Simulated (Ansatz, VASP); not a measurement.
# PbO: VASP beside Ansatz

INCAR

```
ALGO = Normal ; EDIFF = 1E-8
ENCUT = 520 ; GGA = PE
ISIF = 2 ; ISMEAR = -1
LASPH = True ; LCHARG = False
LEFG = True ; LREAL = False
LWAVE = False ; NBANDS = 50
NELM = 80 ; PREC = Accurate
SIGMA = 0.01
```

File KPOINTS:

```
k-points
0
Gamma
  6 6 7
```

Contents of POSCAR:

```
PbO
1.0
    5.8931000000      0.0000000000      0.0000000000
    0.0000000000      5.4904000000      0.0000000000
    0.0000000000      0.0000000000      4.7528000000
Pb O
4 4
Direct
    0.2297000000      0.9884000000      0.2500000000
    0.7703000000      0.0116000000      0.7500000000
    0.2297000000      0.5116000000      0.7500000000
    0.7703000000      0.4884000000      0.2500000000
    0.8653000000      0.0917000000      0.2500000000
    0.1347000000      0.9083000000      0.7500000000
    0.8653000000      0.4083000000      0.7500000000
    0.1347000000      0.5917000000      0.2500000000
```

Input for Ansatz:

```yaml
crystal:
  lattice:
    - [5.8931, 0.0, 0.0]
    - [0.0, 5.4904, 0.0]
    - [0.0, 0.0, 4.7528]
  atoms:
    - { symbol: Pb, position: [0.2297, 0.9884, 0.25] }
    - { symbol: Pb, position: [0.7703, 0.0116, 0.75] }
    - { symbol: Pb, position: [0.2297, 0.5116, 0.75] }
    - { symbol: Pb, position: [0.7703, 0.4884, 0.25] }
    - { symbol: O, position: [0.8653, 0.0917, 0.25] }
    - { symbol: O, position: [0.1347, 0.9083, 0.75] }
    - { symbol: O, position: [0.8653, 0.4083, 0.75] }
    - { symbol: O, position: [0.1347, 0.5917, 0.25] }
kpoints:
  mp_grid: { grid: [6, 6, 7] }
scf:
  occupations: { method: fermi_dirac, width: 0.01 }
hamiltonian:
  xc: pbe
  pseudopotentials: { kind: paw }
output:
  forces: true
  stress: true
  populations: true
  efg: { quadrupole_moments_barn: { O: -0.02558 }, contact_densities: true }
```

Alike in both runs: task electric field gradients; functional PBE; k mesh 6 × 6 × 7; occupations fermi-dirac, width 0.01 eV; no spin polarisation.

|  | VASP | Ansatz |
| --- | --- | --- |
| version | VASP 6.6.1 | Ansatz 0.2.0 |
| potentials or method | VASP PAW PBE potentials, release 64 (Pb_d, O) | plane-wave PAW, scalar-relativistic |
| plane-wave cutoff (eV) | 520 | 420 |
| valence electrons in the cell | 80 | 80 |

```csv
,VASP,Ansatz,Ansatz less VASP
gap on the k mesh at the Fermi level (eV),2.25,2.25,+0.004
pressure (GPa),4.7,4.6,-0.07
"traceless stress, the component that is largest in VASP (GPa)",-0.84,-0.75,+0.087
rms of the force components (eV/Å),0.230,0.210,-0.0197
size of Vzz on the site where it differs most (V/Å²),370.6,385.3,+14.69
```

Atom by atom the forces differ by 0.020 eV/Å (rms over components).

Spin-orbit coupling is off throughout.
